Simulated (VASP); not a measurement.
Write the native input for VASP 6.6.1 that does the following.

- Task: relaxation of cell and atoms
- Functional: PBE
- Potentials or basis: VASP PAW PBE potentials, release 64 (Si, N)
- Cutoff: 600 eV
- k mesh: 6 × 6 × 4
- Occupations: gaussian, width 0.1 eV
- Spin: no spin polarisation
- Dipole correction: no
- Further INCAR settings: ALGO = Normal; EDIFF = 1e-06; IBRION = 2; EDIFFG = -0.04; NSW = 90; ISIF = 3

The structure of Si2N lies in POSCAR:

```
Si2N
1.0
    1.9851968083     -2.0561806806      0.0000000000
    1.9851968083      2.0561806806      0.0000000000
    0.0000000000      0.0000000000      4.1656748183
Si N
2 1
Direct
    0.5000000000      0.0000000000      0.3041064453
    0.0000000000      0.5000000000      0.6958935547
    0.0000000000      0.0000000000      0.0000000000
```

The cell was built from a structure type or drawn by symmetry, and may not be a known phase.

These files were run (other wordings do the same):

INCAR

```
SYSTEM = Si2N
PREC     = Accurate       ! precision mode
ENCUT    = 600            ! plane-wave cutoff, eV
EDIFF    = 1E-6           ! SCF threshold, eV
ISMEAR   = 0              ! smearing method
SIGMA    = 0.1            ! smearing width, eV
LREAL    = .False.        ! projectors in reciprocal space
LASPH    = .True.         ! aspherical terms in the spheres
NELM     = 80             ! most SCF steps
ALGO     = Normal         ! electronic algorithm
ISIF     = 3              ! what is computed and relaxed
LWAVE    = .False.        ! write WAVECAR
LCHARG   = .False.        ! write CHGCAR
GGA      = PE             ! functional
IBRION   = 2              ! ionic algorithm
NSW      = 90             ! ionic steps
EDIFFG   = -0.04          ! ionic threshold
```

KPOINTS

```
regular mesh
0
Gamma
  6 6 4
  0 0 0
```

Potentials or basis: VASP PAW PBE potentials, release 64 (Si, N).

The run is started by

```sh
$ cat potpaw_PBE.64/Si/POTCAR potpaw_PBE.64/N/POTCAR > POTCAR
$ mpirun -np 1 vasp_std > vasp.out
```

It gave:

* Relaxed volume: 12.80 Å³/atom
* Relaxed cell: a = 2.748 Å, b = 2.748 Å, c = 5.087 Å, α = 90.00°, β = 90.00°, γ = 90.56°
* Space group after relaxing (to 0.1 Å): P-4m2 (No. 115)
* Energy gained by relaxing: 75.7 meV/atom
* Ionic steps: 39
* Pressure after relaxing: 0.1 GPa
* Largest force after relaxing: 0.032 eV/Å
* Band gap on the k mesh: zero (an odd number of electrons rules out a gap without spin polarisation)

Caveat: the k points lie up to 0.38 Å⁻¹ apart in the final cell, too coarse for converged energies and pressures of a metal; a cell axis changed by over 15 % at a fixed basis, so the end point is rough.

It took 2.9 min on 1 thread of AMD EPYC 7R13 Processor (Zen 3), with other jobs on the host, peak memory 0.13 GiB.
